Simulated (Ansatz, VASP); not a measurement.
# One calculation of BiTe, two programs

Contents of POSCAR:

```
BiTe
1.0
    2.4909886969      1.4381729947      3.1379227438
   -2.4909886969      1.4381729947      3.1379227438
    0.0000000000     -2.8763459894      3.1379227438
Bi Te
1 1
Direct
    0.5000000000      0.5000000000      0.5000000000
    0.0000000000      0.0000000000      0.0000000000
```

File INCAR.step1:

```
ALGO = Normal ; EDIFF = 1E-4
ENCUT = 520 ; GGA = PE
ISMEAR = -1 ; LASPH = T
LCHARG = F ; LREAL = F
LWAVE = T ; NBANDS = 18
NELM = 100 ; PREC = Accurate
SIGMA = 0.1
```

INCAR.step2

```
ALGO = Normal ; EDIFF = 1E-6
ENCUT = 520 ; ISIF = 2
ISMEAR = -1 ; ISTART = 1
LASPH = T ; LCHARG = F
LMIXTAU = T ; LREAL = F
LWAVE = F ; METAGGA = R2SCAN
NBANDS = 18 ; NELM = 100
PREC = Accurate ; SIGMA = 0.1
```

Contents of KPOINTS:

```
k-points
0
Gamma
  12 12 12
```

Input for Ansatz:

```yaml
crystal:
  lattice:
    - [2.4909886969, 1.4381729947, 3.1379227438]
    - [-2.4909886969, 1.4381729947, 3.1379227438]
    - [0.0, -2.8763459894, 3.1379227438]
  atoms:
    - { symbol: Bi, position: [0.5, 0.5, 0.5] }
    - { symbol: Te, position: [0.0, 0.0, 0.0] }
basis:
  ecutwfc: 500
kpoints:
  mp_grid: { grid: [12, 12, 12] }
hamiltonian:
  xc: r2scan
scf:
  occupations: { method: fermi_dirac, width: 0.1 }
output:
  forces: true
  stress: true
  eigenvalues: true
```

Alike in both runs: task single point; functional r2SCAN; k mesh 12 × 12 × 12; occupations fermi-dirac, width 0.1 eV; no spin polarisation.

|  | VASP | Ansatz |
| --- | --- | --- |
| version | VASP 6.6.1 | Ansatz 0.2.0 |
| potentials or method | VASP PAW PBE potentials, release 64 (Bi_d, Te), cutoff 520 eV | scalar-relativistic, plane waves, PAW |
| valence electrons in the cell | 21 | 31 |

Ansatz gave:

```
gap on the k mesh at the Fermi level (eV)                     : none
pressure (GPa)                                                : -1.6
traceless stress, the component that is largest in VASP (GPa) : 1.62
```

Task: Estimate VASP's values.

Result: gap on the k mesh at the Fermi level (eV): none; pressure (GPa): -1.6; traceless stress, the component that is largest in VASP (GPa): 1.63.

VASP's potentials were made for PBE, not for r2SCAN. A gap of «none» marks a metal or a gap that the smearing closes. The functional is the same, so the differences come from potentials, cutoffs and numerics. VASP's potentials hold 21 valence electrons a cell and Ansatz's 31, so a difference there can come from the potentials and not from the codes.

Neither program's run includes spin-orbit coupling.
